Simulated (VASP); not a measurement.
Write the native input for VASP 6.6.1 that does the following.

```yaml
Task: single point
Functional: PBE
Potentials_or_basis: VASP PAW PBE potentials, release 64 (Ge_d, I)
Cutoff: 520 eV
k_mesh: 4 × 4 × 4
Occupations: gaussian, width 0.1 eV
Spin: no spin polarisation
Dipole_correction: no
Further_INCAR_settings: ALGO = Normal; EDIFF = 1e-07; NBANDS = 62
```

The structure of Ge7I lies in POSCAR:

```
Ge7I
1.0
    0.0000000000      4.4242785330      4.4242785330
    4.4242785330      0.0000000000      4.4242785330
    4.4242785330      4.4242785330      0.0000000000
Ge I
7 1
Direct
    0.5000000000      0.0000000000      0.0000000000
    0.0000000000      0.5000000000      0.5000000000
    0.0000000000      0.5000000000      0.0000000000
    0.5000000000      0.0000000000      0.5000000000
    0.0000000000      0.0000000000      0.5000000000
    0.5000000000      0.5000000000      0.0000000000
    0.5000000000      0.5000000000      0.5000000000
    0.0000000000      0.0000000000      0.0000000000
```

The input as run:

INCAR

```
SYSTEM = Ge7I
  PREC = Accurate
  ENCUT = 520
  EDIFF = 1E-7
  ISMEAR = 0
  SIGMA = 0.1
  LREAL = .False.
  LASPH = .True.
  NELM = 80
  ALGO = Normal
  ISIF = 2
  LWAVE = .False.
  LCHARG = .True.
  GGA = PE
  LELF = .True.
  LVHAR = .True.
  NBANDS = 62
```

KPOINTS

```
regular mesh
0
Gamma
  4 4 4
  0 0 0
```

Potentials or basis: VASP PAW PBE potentials, release 64 (Ge_d, I).

The run is started by

```bash
$ cat potpaw_PBE.64/Ge_d/POTCAR potpaw_PBE.64/I/POTCAR > POTCAR
$ mpirun -np 1 vasp_std > vasp.out
```

It gave:

```yaml
Pressure: 0.4 GPa
```

Caveat: an odd number of electrons without spin polarisation forces a metal; a magnetic or distorted state may lie lower.

It took 2.9 min on 1 thread of AMD EPYC 7R13, on a shared host, peak memory 0.32 GiB.
